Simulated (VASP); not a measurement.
Write the native input for VASP 6.6.1 that does the following.

```yaml
Task: single point
Functional: r2SCAN
Potentials_or_basis: VASP PAW PBE potentials, release 64 (Au)
Cutoff: 520 eV
k_mesh: 26 × 26 × 26
Occupations: gaussian, width 0.15 eV
Spin: no spin polarisation
Dipole_correction: no
Further_INCAR_settings: ALGO = Normal; EDIFF = 1e-07; NBANDS = 12
```

Crystal: Au.

```
Au
1.0
    -1.55580    1.55580    1.71957
     1.55580   -1.55580    1.71957
     1.55580    1.55580   -1.71957
Au
1
Cartesian
  0.0000 0.0000 0.0000
```

This cell differs from its parent crystal: strain -0.050 along x and y, +0.050 along z.

These files were run (other wordings do the same):

POSCAR

```
Au
1.0
   -1.5558035833      1.5558035833      1.7195723815
    1.5558035833     -1.5558035833      1.7195723815
    1.5558035833      1.5558035833     -1.7195723815
Au
1
Direct
    0.0000000000      0.0000000000      0.0000000000
```

INCAR.step1

```
SYSTEM = Au
  ALGO = Normal
  EDIFF = 1E-4
  ENCUT = 520
  GGA = PE
  ISMEAR = 0
  LASPH = .True.
  LCHARG = .False.
  LREAL = .False.
  LWAVE = .True.
  NBANDS = 12
  NELM = 60
  PREC = Accurate
  SIGMA = 0.15
```

INCAR.step2

```
SYSTEM = Au
  ALGO = Normal
  EDIFF = 1E-7
  ENCUT = 520
  ISIF = 2
  ISMEAR = 0
  ISTART = 1
  LASPH = .True.
  LCHARG = .False.
  LMIXTAU = .True.
  LREAL = .False.
  LWAVE = .False.
  METAGGA = R2SCAN
  NBANDS = 12
  NELM = 60
  PREC = Accurate
  SIGMA = 0.15
```

KPOINTS

```
k-points
0
Gamma
  26 26 26
  0 0 0
```

Potentials or basis: VASP PAW PBE potentials, release 64 (Au).

Run with:

```bash
$ cat potpaw_PBE.64/Au/POTCAR > POTCAR
$ cp INCAR.step1 INCAR
$ mpirun -np 1 vasp_std > vasp.out
$ cp INCAR.step2 INCAR
$ mpirun -np 1 vasp_std > vasp.out
```

Results of the run:

```
Pressure               : 10.3 GPa
Band gap on the k mesh : zero (an odd number of electrons rules out a gap without spin polarisation)
```

Caveat: the cell differs from its parent crystal (strain -0.050 along x and y, +0.050 along z); the cell stands under pressure; the PAW data sets were made with another functional, which shifts forces and pressure a little; spin-orbit coupling is left out, which moves the levels of the heavy elements.

Wall time 14 min on 1 thread of Oxide Virtual Turin-like Processor (shared host), peak memory 0.34 GiB.
